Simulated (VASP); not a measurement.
CuSb2: single point with PBE

CuSb2:

```xyz
3
Lattice="4.0320 0.0000 0.0000 -2.0160 3.4918 0.0000 0.0000 0.0000 4.9606" Properties=species:S:1:pos:R:3 pbc="T T T"
Cu    0.0000    0.0000    0.0000
Sb    0.0000    2.3279    1.2841
Sb    2.0160    1.1639    3.6765
```

- Program: VASP 6.6.1
- Task: single point
- Functional: PBE
- Potentials or basis: VASP PAW PBE potentials, release 64 (Cu, Sb)
- Cutoff: 520 eV
- k mesh: 10 × 10 × 8
- Occupations: methfessel-paxton, width 0.025 eV
- Spin: no spin polarisation
- Dipole correction: no
- Further INCAR settings: ALGO = Normal; EDIFF = 1e-06; NBANDS = 18

```yaml
Pressure: 0.0 GPa
Largest_force: 0.031 eV/Å
Band_gap_on_the_k_mesh: zero (an odd number of electrons rules out a gap without spin polarisation)
```

Forces in eV/Å, atoms in the order of the input:
```
Cu   0.000  0.000  0.000
Sb   0.000  0.000  0.031
Sb   0.000  0.000 -0.031
```

Stress tensor (GPa, compression positive):
```
 0.00  0.00  0.00
 0.00  0.00  0.00
 0.00  0.00 -0.11
```

Levels at points of the mesh, in eV from the Fermi level:
| k point | band 7 | band 8 | band 9 | band 10 | band 11 | band 12 | band 13 | band 14 | band 15 | band 16 |
| --- | --- | --- | --- | --- | --- | --- | --- | --- | --- | --- |
| (0.00, 0.00, 0.00) | -3.39 | -2.70 | 0.89 | 0.89 | 1.23 | 1.23 | 3.45 | 4.51 | 4.83 | 6.85 |
| (0.50, 0.00, 0.00) | -3.29 | -2.36 | -2.29 | -2.27 | -1.68 | 0.14 | 3.02 | 3.26 | 6.20 | 6.41 |
| (0.00, 0.00, 0.50) | -3.40 | 0.28 | 0.59 | 0.63 | 0.63 | 2.05 | 2.05 | 4.92 | 4.94 | 4.94 |
| (0.50, 0.00, 0.50) | -3.36 | -3.28 | -3.09 | -1.06 | 0.45 | 1.07 | 1.32 | 5.76 | 6.21 | 7.94 |

Wall time 56 s on 1 thread of Intel(R) Xeon(R) 6975P-C (Granite Rapids) (shared host), peak memory 0.25 GiB.

Caveat: spin-orbit coupling is left out, which moves the levels of the heavy elements.
